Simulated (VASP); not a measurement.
Set up this calculation in VASP 6.6.1, as the native input.

- Task: single point
- Functional: PBE
- Dispersion: D3(BJ)
- Potentials or basis: VASP PAW PBE potentials, release 64 (C, O)
- Cutoff: 520 eV
- k mesh: 6 × 6 × 4
- Occupations: gaussian, width 0.1 eV
- Spin: no spin polarisation
- Dipole correction: no
- Further INCAR settings: ALGO = Normal; EDIFF = 1e-07; NBANDS = 25

The structure of CO2 lies in POSCAR:

```
CO2
1.0
    2.3923934174     -2.1835382210      0.0000000000
    2.3923934174      2.1835382210      0.0000000000
    0.0000000000      0.0000000000      6.0542720922
C O
2 4
Direct
    0.0000000000      0.0000000000      0.0000000000
    0.5000000000      0.5000000000      0.5000000000
    0.7861926494      0.2138073506      0.8852321836
    0.2138073506      0.7861926494      0.1147678164
    0.7138073506      0.2861926494      0.3852321836
    0.2861926494      0.7138073506      0.6147678164
```

One way to write it, as run:

INCAR

```
SYSTEM = CO2
ALGO = Normal
EDIFF = 1E-7
ENCUT = 520
GGA = PE
ISIF = 2
ISMEAR = 0
IVDW = 12
LASPH = .TRUE.
LCHARG = .FALSE.
LREAL = .FALSE.
LWAVE = .FALSE.
NBANDS = 25
NELM = 100
PREC = Accurate
SIGMA = 0.1
```

KPOINTS

```
k-points
0
G
  6 6 4
  0 0 0
```

Potentials or basis: VASP PAW PBE potentials, release 64 (C, O).

Run with:

```console
$ cat potpaw_PBE.64/C/POTCAR potpaw_PBE.64/O/POTCAR > POTCAR
$ mpirun -np 1 vasp_std > vasp.out
```

Results of the run:

```yaml
Pressure: 11.0 GPa
Largest_force: 0.648 eV/Å
Band_gap_on_the_k_mesh: 6.20 eV (least direct gap 7.17 eV)
Dispersion_energy_per_atom: -0.103 eV
```

Caveat: the cell stands under pressure.

Wall time 19 s on 1 thread of Intel(R) Xeon(R) 6975P-C (Granite Rapids), with other jobs on the host, peak memory 0.2 GiB.
